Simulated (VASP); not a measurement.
Write the native input for VASP 6.6.1 that does the following.

* Task: single point
* Functional: r2SCAN
* Potentials or basis: VASP PAW PBE potentials, release 64 (Al, Ni)
* Cutoff: 520 eV
* k mesh: 14 × 14 × 14
* Occupations: gaussian, width 0.1 eV
* Spin: no spin polarisation
* Dipole correction: no
* Further INCAR settings: ALGO = Normal; EDIFF = 1e-06; NBANDS = 24

AlNi3:

```
CELL_PARAMETERS angstrom
0.00000 2.80189 2.80189
2.80189 0.00000 2.80189
2.80189 2.80189 0.00000
ATOMIC_POSITIONS crystal
Al 0.50000 0.50000 0.50000
Ni 0.25000 0.25000 0.25000
Ni 0.00000 0.00000 0.00000
Ni 0.75000 0.75000 0.75000
```

The input as run:

POSCAR

```
AlNi3
1.0
    0.0000000000      2.8018887551      2.8018887551
    2.8018887551      0.0000000000      2.8018887551
    2.8018887551      2.8018887551      0.0000000000
Al Ni
1 3
Direct
    0.5000000000      0.5000000000      0.5000000000
    0.2500000000      0.2500000000      0.2500000000
    0.0000000000      0.0000000000      0.0000000000
    0.7500000000      0.7500000000      0.7500000000
```

INCAR.step1

```
PREC = Accurate
ENCUT = 520
ISMEAR = 0
SIGMA = 0.1
LREAL = False
LASPH = True
NELM = 100
NBANDS = 24
GGA = PE
ALGO = Normal
EDIFF = 1E-4
LWAVE = True
LCHARG = False
```

INCAR.step2

```
PREC = Accurate
ENCUT = 520
EDIFF = 1E-6
ISMEAR = 0
SIGMA = 0.1
LREAL = False
LASPH = True
NELM = 100
ALGO = Normal
ISIF = 2
LWAVE = False
LCHARG = True
METAGGA = R2SCAN
LMIXTAU = True
LELF = True
LVHAR = True
NBANDS = 24
ISTART = 1
```

KPOINTS

```
Automatic mesh
0
Gamma
  14 14 14
```

Potentials or basis: VASP PAW PBE potentials, release 64 (Al, Ni).

Run with:

```console
$ cat potpaw_PBE.64/Al/POTCAR potpaw_PBE.64/Ni/POTCAR > POTCAR
$ cp INCAR.step1 INCAR
$ mpirun -np 1 vasp_std > vasp.out
$ cp INCAR.step2 INCAR
$ mpirun -np 1 vasp_std > vasp.out
```

Results of the run:

- Pressure: 0.1 GPa
- Band gap on the k mesh: zero (an odd number of electrons rules out a gap without spin polarisation)

Caveat: the PAW data sets were made with another functional, which shifts forces and pressure a little.

It took 5.2 min on 1 thread of AMD EPYC 9R45 96-Core Processor (Zen 5), on a shared host, peak memory 0.21 GiB.
